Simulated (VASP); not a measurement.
# Rh (P6/mmm) in VASP: a series of runs, part 3 of 3

VASP 6.6.1. Earlier steps stand in the parts before.

## (5) Single point, BLYP (volume scaled by 1.04)

INCAR reads:

```
PREC     = Accurate       # precision mode
ENCUT    = 520            # plane-wave cutoff, eV
EDIFF    = 1E-7           # SCF threshold, eV
ISMEAR   = -1             # smearing method
SIGMA    = 0.1            # smearing width, eV
LREAL    = F              # projectors in reciprocal space
LASPH    = T              # aspherical terms in the spheres
NELM     = 60             # most SCF steps
ALGO     = Normal         # electronic algorithm
ISIF     = 2              # what is computed and relaxed
LWAVE    = F              # write WAVECAR
LCHARG   = F              # write CHGCAR
GGA      = B5             # functional
ALDAX    = 1.0          
AGGAX    = 1.0          
AGGAC    = 1.0          
ALDAC    = 0.0          
NBANDS   = 30             # bands
```

KPOINTS reads:

```
regular mesh
0
Gamma
  9 9 13
```

POSCAR reads:

```
Rh
1.0
    4.4751038783      0.0000000000      0.0000000000
   -2.2375519392      3.8755536431      0.0000000000
    0.0000000000      0.0000000000      2.7488617419
Rh
3
Direct
    0.0000000000      0.0000000000      0.0000000000
    0.3333333333      0.6666666667      0.5000000000
    0.6666666667      0.3333333333      0.5000000000
```

Potentials or basis: VASP PAW PBE potentials, release 64 (Rh_pv).

Run with:

```
$ cat potpaw_PBE.64/Rh_pv/POTCAR > POTCAR
$ mpirun -np 1 vasp_std > vasp.out
```

OUTCAR:

```text
PREC = Accurate
   ENCUT = 520
   EDIFF = 1E-7
   ISMEAR = -1
   LREAL = F
   LASPH = T
   NELM = 60
   ISIF = 2
   GGA = B5

 ion  position               nearest neighbor table
   1  0.000  0.000  0.000-   2 2.93   3 2.93   2 2.93   3 2.93   2 2.93   2 2.93   3 2.93   3 2.93
                             3 2.93   3 2.93   2 2.93   2 2.93
   2  0.333  0.667  0.500-   3 2.58   3 2.58   3 2.58   1 2.93   1 2.93   1 2.93   1 2.93   1 2.93
                             1 2.93
   3  0.667  0.333  0.500-   2 2.58   2 2.58   2 2.58   1 2.93   1 2.93   1 2.93   1 2.93   1 2.93
                             1 2.93

  LATTYP: Found a hexagonal cell.
 ALAT       =     4.4751038783
 C/A-ratio  =     0.6142565216

  Lattice vectors:

 A1 = (   4.4751038783,   0.0000000000,   0.0000000000)
 A2 = (  -2.2375519392,   3.8755536431,   0.0000000000)
 A3 = (   0.0000000000,   0.0000000000,   2.7488617419)

Analysis of symmetry for initial positions (statically):
=====================================================================
 Subroutine PRICEL returns:
 Original cell was already a primitive cell.

 Routine SETGRP: Setting up the symmetry group for a
[... 168 lines left out ...]
  energy without entropy =      -17.76973918  energy(sigma->0) =      -17.88013556

 E-fermi :   9.9771     XC(G=0): -12.4729

 val. band max:        9.9738691056   @ k =   0.2222  -0.0000   0.4615
 cond. band min:       9.9784084610   @ k =   0.2222  -0.0000   0.0769
 fundamental gap:      0.0045393554
 Fermi energy:         9.9771117416

 k-point     1 :       0.0000    0.0000    0.0000
  band No.  band energies     occupation
      1     -36.4752      2.00000
      2     -36.4752      2.00000
      3     -36.1682      2.00000
      4     -36.1682      2.00000
      5     -36.0143      2.00000
      6     -35.9270      2.00000
[... 781 lines left out ...]
     29      22.3179      0.00000
     30      22.3179      0.00000

 [... further k-points ...]

------------------------ aborting loop because EDIFF is reached ----------------------------------------

  FORCE on cell =-STRESS in cart. coord.  units (eV):
  Direction    XX          YY          ZZ          XY          YZ          ZX
  --------------------------------------------------------------------------------------
  -------------------------------------------------------------------------------------
  Total       -1.9566468     -1.9566468     -2.0124187      0.0000000     -0.0000000      0.0000000
  in kB      -65.7556759    -65.7556759    -67.6299654      0.0000000     -0.0000000      0.0000000
  external PRESSURE =     -66.3804390 kB  Pullay stress =       0.0000000 kB

 VOLUME and BASIS-vectors are now :
 -----------------------------------------------------------------------------
  energy-cutoff  :      520.00
  volume of cell :       47.67
      direct lattice vectors                 reciprocal lattice vectors
     4.475103878  0.000000000  0.000000000     0.223458500  0.129013825  0.000000000
    -2.237551939  3.875553643  0.000000000     0.000000000  0.258027650  0.000000000
     0.000000000  0.000000000  2.748861742     0.000000000  0.000000000  0.363786939

 POSITION                                       TOTAL-FORCE (eV/Angst)
 -----------------------------------------------------------------------------------
      0.00000      0.00000      0.00000         0.000000      0.000000     -0.000000
     -0.00000      2.58370      1.37443        -0.000000     -0.000000      0.000000
      2.23755      1.29185      1.37443         0.000000      0.000000     -0.000000
 -----------------------------------------------------------------------------------
    total drift:                                0.000000      0.000000     -0.000000

  FREE ENERGIE OF THE ION-ELECTRON SYSTEM (eV)
  ---------------------------------------------------
  free  energy   TOTEN  =       -17.9905319506 eV

  energy  without entropy=      -17.7697391782  energy(sigma->0) =      -17.88013556
```

OSZICAR:

```text
N       E                     dE             d eps       ncg     rms          rms(c)
DAV:   1     0.540458504275E+03    0.54046E+03   -0.27347E+04  5064   0.166E+03
DAV:   2    -0.467835883283E+01   -0.54514E+03   -0.52974E+03  5292   0.523E+02
DAV:   3    -0.190568557748E+02   -0.14378E+02   -0.14082E+02  5682   0.942E+01
DAV:   4    -0.191813392612E+02   -0.12448E+00   -0.12442E+00  5606   0.893E+00
DAV:   5    -0.191835016433E+02   -0.21624E-02   -0.21624E-02  5664   0.122E+00    0.124E+01
DAV:   6    -0.180241889730E+02    0.11593E+01   -0.39216E+00  5298   0.163E+01    0.419E+00
DAV:   7    -0.182574649501E+02   -0.23328E+00   -0.13553E+00  5388   0.105E+01    0.620E+00
DAV:   8    -0.179953969665E+02    0.26207E+00   -0.11510E+00  5466   0.611E+00    0.197E+00
DAV:   9    -0.179904497485E+02    0.49472E-02   -0.14823E-02  5328   0.116E+00    0.916E-02
DAV:  10    -0.179905233590E+02   -0.73610E-04   -0.25156E-04  5902   0.129E-01    0.428E-02
DAV:  11    -0.179905320738E+02   -0.87148E-05   -0.22023E-05  5376   0.371E-02    0.840E-03
DAV:  12    -0.179905322583E+02   -0.18449E-06   -0.14424E-06  5724   0.978E-03    0.227E-03
DAV:  13    -0.179905319376E+02    0.32068E-06   -0.15639E-07  3766   0.318E-03    0.755E-04
DAV:  14    -0.179905319506E+02   -0.12988E-07   -0.34864E-08  2820   0.152E-03
   1 F= -.17990532E+02 E0= -.17880136E+02  d E =-.220793E+00
```

stdout:

```text
POSCAR found type information on POSCAR Rh
 POSCAR found :  1 types and       3 ions
 scaLAPACK will be used
 -----------------------------------------------------------------------------
|                                                                             |
|                                                                             |
|     You enforced a specific xc type in the INCAR file but a different       |
|     I HOPE YOU KNOW WHAT YOU ARE DOING!                                     |
|                                                                             |
 -----------------------------------------------------------------------------

 LDA part: xc-table for (Slater(with rela. corr.)+VWN5), standard interpolation
 POSCAR, INCAR and KPOINTS ok, starting setup
 FFT: planning ... GRIDC
 FFT: planning ... GRID_SOFT
 FFT: planning ... GRID
 WAVECAR not read
 entering main loop
```

Run time: 44 s. Hardware: 1 thread of Intel Xeon 6975P-C (Granite Rapids), shared host; peak memory 0.22 GiB.

What came out:

```
Free energy : -17.9905 eV
Pressure    : -6.6 GPa
```

Levels at points of the mesh, in eV from the Fermi level:
```tsv
k point	band 19	band 20	band 21	band 22	band 23	band 24	band 25	band 26	band 27	band 28
(0.00, 0.00, 0.00)	-2.02	-1.36	-1.36	-1.29	-1.29	0.60	0.60	7.84	7.84	7.91
```

Caveat: the PAW data sets were made with another functional, which shifts forces and pressure a little.

## (6) Overview

```csv
cell,k mesh,gap on the mesh (eV),pressure (GPa)
"a = 4.357, b = 4.357, c = 2.676 Å, angles 90.0, 90.0, 120.0°, 3 atoms",9 × 9 × 13,none,9.5
"a = 4.417, b = 4.417, c = 2.713 Å, angles 90.0, 90.0, 120.0°, 3 atoms",9 × 9 × 12,none,0.5
"a = 4.417, b = 4.417, c = 2.713 Å, angles 90.0, 90.0, 120.0°, 3 atoms",9 × 9 × 13,none,0.4
"a = 4.475, b = 4.475, c = 2.749 Å, angles 90.0, 90.0, 120.0°, 3 atoms",9 × 9 × 13,none,-6.6
```

Alike in all rows: task single point; level BLYP; potentials or basis VASP PAW PBE potentials, release 64 (Rh_pv); no spin polarisation; cutoff (eV) 520; smearing fermi-dirac 0.1 eV.

Caveats: the PAW data sets were made with another functional, which shifts forces and pressure a little.

Total energies depend on the potentials used, so only differences within one code and one set of settings carry meaning.
